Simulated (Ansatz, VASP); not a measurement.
# SiAg in VASP and in Ansatz

The input INCAR:

```
SYSTEM = SiAg
PREC     = Accurate       ! precision mode
ENCUT    = 600            ! plane-wave cutoff, eV
EDIFF    = 1E-6           ! SCF threshold, eV
ISMEAR   = 0              ! smearing method
SIGMA    = 0.1            ! smearing width, eV
LREAL    = .False.        ! projectors in reciprocal space
LASPH    = .True.         ! aspherical terms in the spheres
NELM     = 80             ! most SCF steps
ALGO     = Normal         ! electronic algorithm
ISIF     = 3              ! what is computed and relaxed
LWAVE    = .False.        ! write WAVECAR
LCHARG   = .False.        ! write CHGCAR
GGA      = PE             ! functional
IBRION   = 2              ! ionic algorithm
NSW      = 90             ! ionic steps
EDIFFG   = -0.04          ! ionic threshold
```

Contents of KPOINTS:

```
regular mesh
0
Gamma
  6 6 4
  0 0 0
```

File POSCAR:

```
SiAg
1.0
    3.6118365900      0.0000000000      0.0000000000
    0.0000000000      3.6118365900      0.0000000000
    0.0000000000      0.0000000000      5.1140247100
Si Ag
2 2
Direct
    0.5000000000      0.0000000000      0.8263217300
    0.0000000000      0.5000000000      0.1736782700
    0.5000000000      0.0000000000      0.2145335000
    0.0000000000      0.5000000000      0.7854665000
```

Input for Ansatz:

```yaml
crystal:
  lattice:
    - [3.61183659, 0.0, 0.0]
    - [0.0, 3.61183659, 0.0]
    - [0.0, 0.0, 5.11402471]
  atoms:
    - { symbol: Si, position: [0.5, 0.0, 0.82632173] }
    - { symbol: Si, position: [0.0, 0.5, 0.17367827] }
    - { symbol: Ag, position: [0.5, 0.0, 0.2145335] }
    - { symbol: Ag, position: [0.0, 0.5, 0.7854665] }
basis:
  ecutwfc: 420
kpoints:
  mp_grid: { grid: [6, 6, 4] }
hamiltonian:
  xc: pbe
scf:
  occupations: { method: gaussian, width: 0.1 }
  lower_state_search: "off"
output:
  forces: true
  stress: true
  eigenvalues: true
relax:
  adjacent_minimum: "off"
  f_tol: 0.04
  max_steps: 70
  cell: { stress_tol: 0.4 }
```

Alike in both runs: task relaxation of cell and atoms; functional PBE; k mesh 6 × 6 × 4; occupations gaussian, width 0.1 eV; no spin polarisation.

|  | VASP | Ansatz |
| --- | --- | --- |
| version | VASP 6.6.1 | Ansatz 0.2.0 |
| potentials or method | VASP PAW PBE potentials, release 64 (Si, Ag), cutoff 600 eV | scalar-relativistic, plane waves, PAW |
| valence electrons in the cell | 30 | 46 |

|  | VASP | Ansatz | Ansatz less VASP |
| --- | --- | --- | --- |
| gap on the k mesh at the Fermi level, each at its own relaxed structure (eV) | none | none | - |
| relaxed volume (Å³/atom) | 16.81 | 16.83 | +0.025 |
| relaxed cell length with the largest relative difference (Å) | 5.302 | 5.293 | -0.0087 |

A gap of «none» marks a metal or a gap that the smearing closes. VASP's potentials hold 30 valence electrons a cell and Ansatz's 46, so a difference there can come from the potentials and not from the codes.
